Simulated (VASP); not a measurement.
Here is a VASP 6.6.1 calculation.

Contents of INCAR:

```
PREC = Accurate
ENCUT = 520
EDIFF = 1E-6
ISMEAR = 0
SIGMA = 0.1
LREAL = False
LASPH = True
NELM = 100
ALGO = Normal
ISIF = 2
LWAVE = False
LCHARG = False
GGA = PE
NBANDS = 46
```

KPOINTS

```
regular mesh
0
Gamma
  6 6 2
```

Contents of POSCAR:

```
Ag2Rh
1.0
    2.7991521247      0.0000000000      0.0000000000
   -1.3995760624      2.4241368491      0.0000000000
    0.0000000000      0.0000000000     14.5141166157
Ag Rh
4 2
Direct
    0.3333333333      0.6666666667      0.5859551656
    0.6666666667      0.3333333333      0.0859551656
    0.3333333333      0.6666666667      0.9140448344
    0.6666666667      0.3333333333      0.4140448344
    0.3333333333      0.6666666667      0.2500000000
    0.6666666667      0.3333333333      0.7500000000
```

Potentials or basis: VASP PAW PBE potentials, release 64 (Ag, Rh_pv).

The run is started by

```bash
$ cat potpaw_PBE.64/Ag/POTCAR potpaw_PBE.64/Rh_pv/POTCAR > POTCAR
$ mpirun -np 1 vasp_std > vasp.out
```

**Question.** Predict the band gap on the k mesh.

**Answer.** Zero (bands 37 and 38 overlap by 5.62 eV).

**Question.** Estimate the largest force.

**Answer.** 0.004 eV/Å.

Stress tensor (GPa, compression positive):
```
-0.25  0.00  0.00
 0.00 -0.25  0.00
 0.00  0.00 -0.10
```

Caveat: the k points lie up to 0.43 Å⁻¹ apart, too coarse for converged energies and pressures of a metal.
